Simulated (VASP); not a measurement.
A run of VASP 6.6.1:

Contents of INCAR:

```
PREC = Accurate
ENCUT = 750
EDIFF = 1E-6
ISMEAR = 1
SIGMA = 0.05
LREAL = False
LASPH = True
NELM = 120
ALGO = Normal
ISIF = 2
LWAVE = False
LCHARG = False
GGA = PE
NBANDS = 12
GGA_COMPAT = False
```

The input KPOINTS:

```
regular mesh
0
Gamma
  6 6 6
```

File POSCAR:

```
LiCl
1.0
    0.0000000000      2.5560252063      2.5560252063
    2.5560252063      0.0000000000      2.5560252063
    2.5560252063      2.5560252063      0.0000000000
Li Cl
1 1
Direct
    0.0000000000      0.0000000000      0.0000000000
    0.5000000000      0.5000000000      0.5000000000
```

Potentials or basis: VASP PAW PBE potentials, release 64 (Li_sv, Cl).

Launch:

```console
$ cat potpaw_PBE.64/Li_sv/POTCAR potpaw_PBE.64/Cl/POTCAR > POTCAR
$ mpirun -np 1 vasp_std > vasp.out
```

Hardware: 1 thread of AMD EPYC 7R13, with other jobs on the host.

How long does it take, and how much memory?

Run time: 18 s on 1 thread of AMD EPYC 7R13 (shared host), peak memory 0.17 GiB. Counts: scf iterations 12, k points 16.
